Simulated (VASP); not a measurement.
# Si3C (R3m) in VASP: notebook

Si3C is run at these levels: PBE+D4, PBE; tasks: single point.

Program: VASP 6.6.1. These are calculated values, not measurements. Logs are shortened: lines on timing, memory, paths and dates and some standing lists are left out, and cuts for length are marked.

## 1. The cell of the first run

Symmetry: R3m, No. 160, trigonal system. The conventional cell has a = 3.397 Å, b = 3.397 Å, c = 17.613 Å, α = 90.00°, β = 90.00°, γ = 120.00°. C (site symmetry 3m) has 4 Si at 1.91 to 2.04 Å within 2.5 Å. Within 3.0 Å of Si (site symmetry 3m) lie 4 Si at 2.23 to 2.34 Å. Si (site symmetry 3m) has 3 C at 2.04 Å and 1 Si at 2.34 Å within 2.7 Å. Si (site symmetry 3m) has 1 C at 1.91 Å and 3 Si at 2.23 Å within 2.5 Å.

## 2. Single point, PBE+D4

Contents of INCAR:

```
PREC     = Accurate       # precision mode
ENCUT    = 520            # plane-wave cutoff, eV
EDIFF    = 1E-6           # SCF threshold, eV
ISMEAR   = -1             # smearing method
SIGMA    = 0.02           # smearing width, eV
LREAL    = F              # projectors in reciprocal space
LASPH    = T              # aspherical terms in the spheres
NELM     = 60             # most SCF steps
ALGO     = Normal         # electronic algorithm
ISIF     = 2              # what is computed and relaxed
LWAVE    = F              # write WAVECAR
LCHARG   = F              # write CHGCAR
GGA      = PE             # functional
IVDW     = 13             # dispersion correction
NBANDS   = 16             # bands
```

Contents of KPOINTS:

```
regular mesh
0
Gamma
  6 6 6
```

Contents of POSCAR:

```
Si3C
1.0
    1.6986113246      0.9806937055      5.8709154094
   -1.6986113246      0.9806937055      5.8709154094
    0.0000000000     -1.9613874110      5.8709154094
C Si
1 3
Direct
    0.9989692349     -0.0010307651     -0.0010307651
    0.4966196746      0.4966196746      0.4966196746
    0.3638779033      0.3638779033      0.3638779033
    0.8905331871      0.8905331871      0.8905331871
```

Potentials or basis: VASP PAW PBE potentials, release 64 (C, Si).

Command:

```console
cat potpaw_PBE.64/C/POTCAR potpaw_PBE.64/Si/POTCAR > POTCAR
mpirun -np 1 vasp_std > vasp.out
```

OUTCAR:

```text
PREC = Accurate
   ENCUT = 520
   EDIFF = 1E-6
   ISMEAR = -1
   LREAL = F
   LASPH = T
   NELM = 60
   ISIF = 2
   GGA = PE
   IVDW = 13

 ion  position               nearest neighbor table
   1  0.999  0.999  0.999-   4 1.91   3 2.04   3 2.04   3 2.04
   2  0.497  0.497  0.497-   4 2.23   4 2.23   4 2.23   3 2.34
   3  0.364  0.364  0.364-   1 2.04   1 2.04   1 2.04   2 2.34
   4  0.891  0.891  0.891-   1 1.91   2 2.23   2 2.23   2 2.23

  LATTYP: Found a trigonal (rhomboedric) cell.
 ALAT       =     6.1898859699
 COS(alpha) =     0.8493903744

  Lattice vectors:

 A1 = (   1.6986113246,   0.9806937055,   5.8709154094)
 A2 = (  -1.6986113246,   0.9806937055,   5.8709154094)
 A3 = (   0.0000000000,  -1.9613874110,   5.8709154094)

Analysis of symmetry for initial positions (statically):
=====================================================================
 Subroutine PRICEL returns:
 Original cell was already a primitive cell.

 Routine SETGRP: Setting up the symmetry group for a
 trigonal (rhombohedral) supercell.

 Subroutine GETGRP returns: Found  6 space group operations
 (whereof  6 operations were pure point group operations)
 out of a pool of 12 trial point group operations.

The static configuration has the point symmetry C_3v.

Analysis of symmetry for dynamics (positions and initial velocities):
=====================================================================
 Subroutine PRICEL returns:
 Original cell was already a primitive cell.

 Routine SETGRP: Setting up the symmetry group for a
 trigonal (rhombohedral) supercell.

 Subroutine GETGRP returns: Found  6 space group operations
 (whereof  6 operations were pure point group operations)
 out of a pool of 12 trial point group operations.

The dynamic configuration has the point symmetry C_3v.

 Subroutine INISYM returns: Found  6 space group operations
 (whereof  6 operations are pure point group operations),
 and found     1 'primitive' translations

----------------------------------------------------------------------------------------

                                     Primitive cell

  volume of cell :      58.6792

  direct lattice vectors                    reciprocal lattice vectors
     1.698611325  0.980693706  5.870915409     0.294358099  0.169947728  0.056777063
    -1.698611325  0.980693706  5.870915409    -0.294358099  0.169947728  0.056777063
     0.000000000 -1.961387411  5.870915409     0.000000000 -0.339895455  0.056777063

  length of vectors
     6.189885970  6.189885970  6.189885970     0.344604926  0.344604926  0.344604926

  position of ions in fractional coordinates (direct lattice)
     0.998969235  0.998969235  0.998969235
     0.496619675  0.496619675  0.496619675
     0.363877903  0.363877903  0.363877903
     0.890533187  0.890533187  0.890533187

  ion indices of the primitive-cell ions
   primitive index   ion index
                 1           1
                 2           2
                 3           3
                 4           4

----------------------------------------------------------------------------------------

 KPOINTS: regular mesh

Automatic generation of k-mesh.
 Grid dimensions read from file:
 generate k-points for:    6    6    6

 Generating k-lattice:

  Cartesian coordinates                     Fractional coordinates (reciprocal lattice)
     0.049059683  0.028324621  0.009462844     0.166666667  0.000000000  0.000000000
    -0.049059683  0.028324621  0.009462844     0.000000000  0.166666667  0.000000000
     0.000000000 -0.056649243  0.009462844     0.000000000  0.000000000  0.166666667

  Length of vectors
     0.057434154  0.057434154  0.057434154

  Shift w.r.t. Gamma in fractional coordinates (k-lattice)
     0.000000000  0.000000000  0.000000000

 Subroutine IBZKPT returns following result:
 ===========================================

 Found     32 irreducible k-points:

 Following reciprocal coordinates:
            Coordinates               Weight
  0.000000  0.000000  0.000000      1.000000
  0.166667  0.000000 -0.000000      6.000000
  0.333333  0.000000 -0.000000      6.000000
  0.500000  0.000000  0.000000      3.000000
  0.166667  0.166667 -0.000000      6.000000
  0.333333  0.166667  0.000000     12.000000
[... 16 lines left out ...]
  0.500000  0.500000  0.166667      6.000000
 -0.333333  0.500000  0.166667     12.000000
 [... further k-points ...]
   k-points           NKPTS =     32   k-points in BZ     NKDIM =     32   number of bands    NBANDS=     16
   number of dos      NEDOS =    301   number of ions     NIONS =      4
   total plane-waves  NPLWV = 110592
   dimension x,y,z NGX =    48 NGY =   48 NGZ =   48
   dimension x,y,z NGXF=    96 NGYF=   96 NGZF=   96
   ions per type =               1   3
   NGX,Y,Z   is equivalent  to a cutoff of  12.89, 12.89, 12.89 a.u.
   NGXF,Y,Z  is equivalent  to a cutoff of  25.78, 25.78, 25.78 a.u.
 SYSTEM =  unknown system
   PREC   = accura    normal or accurate (medium, high low for compatibility)
   ISTART =      0    job   : 0-new  1-cont  2-samecut
   ICHARG =      2    charge: 1-file 2-atom 10-const
   ISPIN  =      1    spin polarized calculation?
   LNONCOLLINEAR =      F non collinear calculations
   LSORBIT =      F    spin-orbit coupling
   LASPH  =      T    aspherical Exc in radial PAW
   ENCUT  =  520.0 eV  38.22 Ry    6.18 a.u.  11.51 11.51 11.51*2*pi/ulx,y,z
   NELM   =     60;   NELMIN=  2; NELMDL= -5     # of ELM steps
   EDIFF  = 0.1E-05   stopping-criterion for ELM
   LREAL  =      F    real-space projection
   EDIFFG = 0.1E-04   stopping-criterion for IOM
   NSW    =      0    number of steps for IOM
   IBRION =     -1    ionic relax: 0-MD 1-quasi-New 2-CG
   NFREE  =      0    steps in history (QN), initial steepest desc. (CG)
   ISIF   =      2    stress and relaxation
   ISYM   =      2    0-nonsym 1-usesym 2-fastsym
   POTIM  = 0.5000    time-step for ionic-motion
   TEBEG  =    0.0;   TEEND  =   0.0 temperature during run
   PSTRESS=    0.0 pullay stress
   NELECT =      16.0000    total number of electrons
   NUPDOWN=      -1.0000    fix difference up-down
   EMIN   =  10.00;   EMAX   =-10.00  energy-range for DOS
   EFERMI =   0.00;   METHOD = LEGACY
   ISMEAR =    -1;   SIGMA  =   0.02  broadening in eV -4-tet -1-fermi 0-gaus
   EFERMI_NEDOS =   21; number of points for ismear=-14 and -15
   IALGO  =     38    algorithm
   IMIX   =      4    mixing-type and parameters
     AMIX     =   0.40;   BMIX     =  1.00
     AMIX_MAG =   1.60;   BMIX_MAG =  1.00
  volume/ion in A,a.u.               =      14.67        99.00
  Fermi-wavevector in a.u.,A,eV,Ry     =   1.061581  2.006098 15.333157  1.126955
  Thomas-Fermi vector in A             =   2.197003
   LORBIT       =      0    0 simple, 1 ext, 2 COOP (PROOUT), +10 PAW based schemes
   GGA     = PE    functional components
   LHFCALC =     F    Hartree Fock is set to
   AEXX    =    0.0000 exact exchange contribution
   IVDW    =    13    specifies the selected vdW correction
   LEPSILON=     F    determine dielectric tensor
   LRPA    =     F    only Hartree local field effects (RPA)
 non-spin polarized calculation
  energy-cutoff  :      520.00
  volume of cell :       58.68
 maximum number of plane-waves:      1594
 NGX is ok and might be reduce to    48
   NGX = 23   NGY = 23   NGZ = 23

 number of electron      16.0000000 magnetization

 Free energy of the ion-electron system (eV)
  ---------------------------------------------------
  ext. energy  EPLUGINS =         0.00000000
  ---------------------------------------------------
  free energy    TOTEN  =       -24.22465698 eV

  energy without entropy =      -24.22295052  energy(sigma->0) =      -24.22380375

 E-fermi :   8.0737     XC(G=0): -10.3346

 val. band max:        8.0656166731   @ k =   0.3333   0.3333   0.1667
 cond. band min:       8.1463339343   @ k =  -0.3333   0.5000   0.1667
 fundamental gap:      0.0807172612
 Fermi energy:         8.0737219767

 k-point     1 :       0.0000    0.0000    0.0000
  band No.  band energies     occupation
      1      -7.0911      2.00000
      2      -3.5890      2.00000
      3      -1.0381      2.00000
      4       4.9596      2.00000
      5       4.9596      2.00000
      6       6.4022      2.00000
[... 8 lines left out ...]
     15      13.9052      0.00000
     16      15.7277      0.00000

 k-point     2 :       0.1667    0.0000   -0.0000
  band No.  band energies     occupation
      1      -6.7144      2.00000
      2      -3.2315      2.00000
      3      -0.6793      2.00000
      4       3.1654      2.00000
      5       4.5352      2.00000
      6       5.9524      2.00000
[... 8 lines left out ...]
     15      14.6623      0.00000
     16      15.8308      0.00000

 k-point     3 :       0.3333    0.0000   -0.0000
  band No.  band energies     occupation
      1      -5.6804      2.00000
      2      -2.3010      2.00000
      3      -0.3421      2.00000
      4       1.5014      2.00000
      5       3.1487      2.00000
      6       3.8774      2.00000
[... 8 lines left out ...]
     15      15.1756      0.00000
     16      15.4307      0.00000

 k-point     4 :       0.5000    0.0000    0.0000
  band No.  band energies     occupation
      1      -4.7734      2.00000
      2      -2.2072      2.00000
      3      -0.2115      2.00000
      4       0.9506      2.00000
      5       2.6884      2.00000
      6       3.2991      2.00000
[... 8 lines left out ...]
     15      15.1088      0.00000
     16      15.1392      0.00000
[... 324 lines left out ...]
 k-point    22 :      -0.1667    0.3333    0.1667
  band No.  band energies     occupation
      1      -4.9009      2.00000
      2      -1.5039      2.00000
      3      -0.6819      2.00000
      4       0.9068      2.00000
      5       2.4808      2.00000
      6       2.7866      2.00000
[... 8 lines left out ...]
     15      15.4415      0.00000
     16      16.1753      0.00000

 k-point    23 :       0.5000    0.5000    0.1667
  band No.  band energies     occupation
      1      -5.5510      2.00000
      2      -2.8936      2.00000
      3       0.0031      2.00000
      4       1.8064      2.00000
      5       3.5620      2.00000
      6       3.7880      2.00000
[... 8 lines left out ...]
     15      16.3443      0.00000
     16      16.9372      0.00000

 k-point    24 :      -0.3333    0.5000    0.1667
  band No.  band energies     occupation
      1      -4.8160      2.00000
      2      -1.8819      2.00000
      3      -0.7096      2.00000
      4       0.9009      2.00000
      5       2.5924      2.00000
      6       3.7172      2.00000
[... 8 lines left out ...]
     15      15.5935      0.00000
     16      17.2847      0.00000

 [... further k-points ...]

------------------------ aborting loop because EDIFF is reached ----------------------------------------

  DFT-D4 for vdW energy calculation

  Edisp (eV):   -1.35558

  FORCE on cell =-STRESS in cart. coord.  units (eV):
  Direction    XX          YY          ZZ          XY          YZ          ZX
  --------------------------------------------------------------------------------------
  -------------------------------------------------------------------------------------
  Total      -0.32080    -0.32080    -0.50922     0.00000     0.00000     0.00000
  in kB      -8.75900    -8.75900   -13.90379     0.00000     0.00000     0.00000
  external pressure =      -10.47 kB  Pullay stress =        0.00 kB

 VOLUME and BASIS-vectors are now :
 -----------------------------------------------------------------------------
  energy-cutoff  :      520.00
  volume of cell :       58.68
      direct lattice vectors                 reciprocal lattice vectors
     1.698611325  0.980693706  5.870915409     0.294358099  0.169947728  0.056777063
    -1.698611325  0.980693706  5.870915409    -0.294358099  0.169947728  0.056777063
     0.000000000 -1.961387411  5.870915409     0.000000000 -0.339895455  0.056777063

 POSITION                                       TOTAL-FORCE (eV/Angst)
 -----------------------------------------------------------------------------------
      0.00000      0.00000     17.59459         0.000000      0.000000      0.067468
      0.00000      0.00000      8.74684         0.000000     -0.000000     -0.052478
      0.00000      0.00000      6.40889         0.000000      0.000000     -0.034306
      0.00000      0.00000     15.68474         0.000000      0.000000      0.019316
 -----------------------------------------------------------------------------------
    total drift:                               -0.000000      0.000000      0.000157

  FREE ENERGIE OF THE ION-ELECTRON SYSTEM (eV)
  ---------------------------------------------------
  free  energy   TOTEN  =       -25.5802365646 eV

  energy  without entropy=      -25.5785301034  energy(sigma->0) =      -25.57938333
```

Wall time 32 s (1 thread of Intel Xeon 6975P-C (Granite Rapids), shared host); peak memory 0.3 GiB.

Results:

| Property | Result |
| --- | --- |
| Free energy | -25.5802 eV |
| Pressure | -1.0 GPa |
| Largest force | 0.067 eV/Å |
| Band gap on the k mesh | zero (band 8 reaches 8.82 eV, above the bottom of band 9 at 7.44 eV) |
| Dispersion energy per atom | -0.339 eV |

Forces on the atoms (eV/Å):
```
C    0.000  0.000  0.067
Si   0.000  0.000 -0.052
Si   0.000  0.000 -0.034
Si   0.000  0.000  0.019
```

Stress tensor (GPa, compression positive):
```
-0.88  0.00  0.00
 0.00 -0.88  0.00
 0.00  0.00 -1.39
```

Caveat: the k points lie up to 0.36 Å⁻¹ apart; pairwise dispersion overbinds metals, which lowers pressure and volume.

## 3. Single point, PBE

Contents of INCAR:

```
SYSTEM = Si3C
PREC     = Accurate       ! precision mode
ENCUT    = 520            ! plane-wave cutoff, eV
EDIFF    = 1E-7           ! SCF threshold, eV
ISMEAR   = -1             ! smearing method
SIGMA    = 0.02           ! smearing width, eV
LREAL    = .False.        ! projectors in reciprocal space
LASPH    = .True.         ! aspherical terms in the spheres
NELM     = 60             ! most SCF steps
ALGO     = Normal         ! electronic algorithm
ISIF     = 2              ! what is computed and relaxed
LWAVE    = .False.        ! write WAVECAR
LCHARG   = .True.         ! write CHGCAR
GGA      = PE             ! functional
LELF     = .True.         ! ELF
LVHAR    = .True.       
NBANDS   = 16             ! bands
```

Contents of KPOINTS:

```
Automatic mesh
0
Gamma
  6 6 6
  0 0 0
```

POSCAR is that of step 2.

Potentials or basis: VASP PAW PBE potentials, release 64 (C, Si).

Command:

```console
cat potpaw_PBE.64/C/POTCAR potpaw_PBE.64/Si/POTCAR > POTCAR
mpirun -np 1 vasp_std > vasp.out
```

Run time: 37 s. Hardware: 1 thread of Intel Xeon 6975P-C (Granite Rapids), shared host; peak memory 0.3 GiB.

Results (log left out):

```
Free energy            : -24.2247 eV
Pressure               : 1.9 GPa
Largest force          : 0.116 eV/Å
Band gap on the k mesh : zero (band 8 reaches 8.82 eV, above the bottom of band 9 at 7.44 eV)
```

Forces in eV/Å, atoms in the order of the input:
```
C    0.000  0.000  0.112
Si   0.000  0.000 -0.055
Si   0.000  0.000 -0.116
Si   0.000  0.000  0.058
```

Stress tensor (GPa, compression positive):
```
1.89 0.00 0.00
0.00 1.89 0.00
0.00 0.00 1.80
```

Levels at points of the mesh, in eV from the Fermi level:
```tsv
k point	band 6	band 7	band 8	band 9	band 10	band 11
(0.00, 0.00, 0.00)	-1.67	0.10	0.75	0.75	2.54	3.32
(0.50, 0.00, 0.00)	-4.77	-4.47	-1.71	0.71	1.81	2.72
(0.50, 0.50, 0.00)	-4.53	-2.49	-1.26	-0.63	0.62	1.85
(0.50, 0.50, 0.50)	-3.10	0.47	0.47	1.06	2.64	3.77
```

Caveat: the k points lie up to 0.36 Å⁻¹ apart.

## 4. Single point, PBE, collinear spin, zero start

Contents of INCAR:

```
SYSTEM = Si3C
PREC     = Accurate       ! precision mode
ENCUT    = 520            ! plane-wave cutoff, eV
EDIFF    = 1E-6           ! SCF threshold, eV
ISMEAR   = -1             ! smearing method
SIGMA    = 0.02           ! smearing width, eV
LREAL    = .False.        ! projectors in reciprocal space
LASPH    = .True.         ! aspherical terms in the spheres
NELM     = 150            ! most SCF steps
ALGO     = Normal         ! electronic algorithm
ISIF     = 2              ! what is computed and relaxed
LWAVE    = .False.        ! write WAVECAR
LCHARG   = .True.         ! write CHGCAR
ISPIN    = 2              ! spin polarisation
MAGMOM   = 0 0 0 0        ! initial moments
LORBIT   = 11             ! projections on sites
GGA      = PE             ! functional
LELF     = .True.         ! ELF
LVHAR    = .True.       
NBANDS   = 20             ! bands
```

Contents of KPOINTS:

```
regular mesh
0
Gamma
  6 6 6
  0 0 0
```

POSCAR is that of step 3.

Command:

```console
cat potpaw_PBE.64/C/POTCAR potpaw_PBE.64/Si/POTCAR > POTCAR
mpirun -np 1 vasp_std > vasp.out
```

Run time: 72 s. Hardware: 1 thread of Intel Xeon 6975P-C (Granite Rapids), shared host; peak memory 0.41 GiB.

The run converged. Its results:

- Free energy: -24.2247 eV
- Pressure: 1.9 GPa
- Largest force: 0.116 eV/Å
- Band gap on the k mesh: zero (filled and empty bands overlap)
- Net moment: 0.00 μB per cell
- Valence electrons inside the program's atomic spheres: C 2.35; Si 1.81, 1.55, 1.77

Forces on the atoms (eV/Å):
```
C    0.000  0.000  0.112
Si   0.000  0.000 -0.055
Si   0.000  0.000 -0.116
Si   0.000  0.000  0.059
```

Stress tensor (GPa, compression positive):
```
1.90 0.00 0.00
0.00 1.90 0.00
0.00 0.00 1.80
```

Levels at points of the mesh, in eV from the Fermi level:
Spin up:
| k point | band 5 | band 6 | band 7 | band 8 | band 9 | band 10 | band 11 | band 12 |
| --- | --- | --- | --- | --- | --- | --- | --- | --- |
| (0.00, 0.00, 0.00) | -3.11 | -1.67 | 0.10 | 0.75 | 0.75 | 2.54 | 3.32 | 3.32 |
| (0.50, 0.00, 0.00) | -5.39 | -4.77 | -4.47 | -1.71 | 0.71 | 1.81 | 2.72 | 4.92 |
| (0.50, 0.50, 0.00) | -4.58 | -4.53 | -2.49 | -1.26 | -0.63 | 0.62 | 1.85 | 3.39 |
| (0.50, 0.50, 0.50) | -3.10 | -3.10 | 0.47 | 0.47 | 1.06 | 2.64 | 3.77 | 3.77 |
Spin down:
| k point | band 4 | band 5 | band 6 | band 7 | band 8 | band 9 | band 10 | band 11 | band 12 | band 13 |
| --- | --- | --- | --- | --- | --- | --- | --- | --- | --- | --- |
| (0.00, 0.00, 0.00) | -3.11 | -3.11 | -1.67 | 0.10 | 0.75 | 0.75 | 2.54 | 3.32 | 3.32 | 4.01 |
| (0.50, 0.00, 0.00) | -7.12 | -5.39 | -4.77 | -4.47 | -1.71 | 0.71 | 1.81 | 2.72 | 4.92 | 5.26 |
| (0.50, 0.50, 0.00) | -8.28 | -4.58 | -4.53 | -2.49 | -1.26 | -0.63 | 0.62 | 1.85 | 3.39 | 3.63 |
| (0.50, 0.50, 0.50) | -5.20 | -3.10 | -3.10 | 0.47 | 0.47 | 1.06 | 2.64 | 3.77 | 3.77 | 4.73 |

Caveat: the k points lie up to 0.36 Å⁻¹ apart.

(Continued in part 2 of 2.)
